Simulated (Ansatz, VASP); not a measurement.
Ge8MoW3: VASP beside Ansatz

File INCAR:

```
SYSTEM = Ge8MoW3
ALGO = Fast ; EDIFF = 1E-6
ENCUT = 520 ; GGA = PE
ISIF = 2 ; ISMEAR = 0
LASPH = .TRUE. ; LCHARG = .TRUE.
LELF = .TRUE. ; LREAL = .FALSE.
LVHAR = .TRUE. ; LWAVE = .FALSE.
NBANDS = 96 ; NELM = 80
PREC = Accurate ; SIGMA = 0.1
```

KPOINTS

```
k-points
0
G
  8 8 6
  0 0 0
```

The input POSCAR:

```
Ge8MoW3
1.0
    4.7264061000      0.0000000000      0.0000000000
    0.0000000000      4.7264061000      0.0000000000
    0.0000000000      0.0000000000      8.2858931000
Ge Mo W
8 1 3
Direct
    0.0000000000      0.0000000000      0.3371740000
    0.0000000000      0.5000000000      0.8380870000
    0.5000000000      0.0000000000      0.8380870000
    0.5000000000      0.5000000000      0.3376130000
    0.0000000000      0.0000000000      0.6628260000
    0.0000000000      0.5000000000      0.1619130000
    0.5000000000      0.0000000000      0.1619130000
    0.5000000000      0.5000000000      0.6623870000
    0.0000000000      0.0000000000      0.0000000000
    0.0000000000      0.5000000000      0.5000000000
    0.5000000000      0.0000000000      0.5000000000
    0.5000000000      0.5000000000      0.0000000000
```

Input for Ansatz:

```yaml
crystal:
  lattice:
    - [4.7264061, 0.0, 0.0]
    - [0.0, 4.7264061, 0.0]
    - [0.0, 0.0, 8.2858931]
  atoms:
    - { symbol: Ge, position: [0.0, 0.0, 0.337174] }
    - { symbol: Ge, position: [0.0, 0.5, 0.838087] }
    - { symbol: Ge, position: [0.5, 0.0, 0.838087] }
    - { symbol: Ge, position: [0.5, 0.5, 0.337613] }
    - { symbol: Ge, position: [0.0, 0.0, 0.662826] }
    - { symbol: Ge, position: [0.0, 0.5, 0.161913] }
    - { symbol: Ge, position: [0.5, 0.0, 0.161913] }
    - { symbol: Ge, position: [0.5, 0.5, 0.662387] }
    - { symbol: Mo, position: [0.0, 0.0, 0.0] }
    - { symbol: W, position: [0.0, 0.5, 0.5] }
    - { symbol: W, position: [0.5, 0.0, 0.5] }
    - { symbol: W, position: [0.5, 0.5, 0.0] }
basis:
  ecutwfc: 420
kpoints:
  mp_grid: { grid: [8, 8, 6] }
  band_path:
    path:
      - [[0.0, 0.0, 0.0], [0.0, 0.5, 0.0], [0.5, 0.5, 0.0], [0.0, 0.0, 0.0], [0.0, 0.0, 0.5], [0.0, 0.5, 0.5], [0.5, 0.5, 0.5], [0.0, 0.0, 0.5]]
      - [[0.0, 0.5, 0.0], [0.0, 0.5, 0.5]]
      - [[0.5, 0.5, 0.0], [0.5, 0.5, 0.5]]
    npoints: 10
hamiltonian:
  xc: pbe
scf:
  occupations: { method: gaussian, width: 0.1 }
  n_extra_bands: 30
output:
  forces: true
  stress: true
  eigenvalues: true
  populations: true
  dos: { projected: true, de: 0.02, nscf_kmesh: { grid: [10, 10, 8] } }
  bader: false
  write_density: true
  write_potential: true
  elf: true
  volumetric_format: npy
```

Alike in both runs: task single point; functional PBE; k mesh 8 × 8 × 6; occupations gaussian, width 0.1 eV; no spin polarisation.

```csv
,VASP,Ansatz
version,VASP 6.6.1,Ansatz 0.2.0
potentials or method,"VASP PAW PBE potentials, release 64 (Ge_d, Mo_sv, W_sv), cutoff 520 eV","scalar-relativistic, plane waves, PAW"
valence electrons in the cell,168,168
```

Ansatz gave:

| Quantity | Value |
| --- | --- |
| gap on the k mesh at the Fermi level (eV) | none |
| pressure (GPa) | 0.0 |
| rms of the force components (eV/Å) | 0.000 |

Task: What did VASP give for the same quantities?

Result: gap on the k mesh at the Fermi level (eV): none; pressure (GPa): 0.2; rms of the force components (eV/Å): 0.003.

Atom by atom the forces differ by 0.003 eV/Å (rms over components). A gap of «none» marks a metal or a gap that the smearing closes. With one functional, cell and mesh, what is left measures potentials, basis and numerics.

Spin-orbit coupling is off throughout.
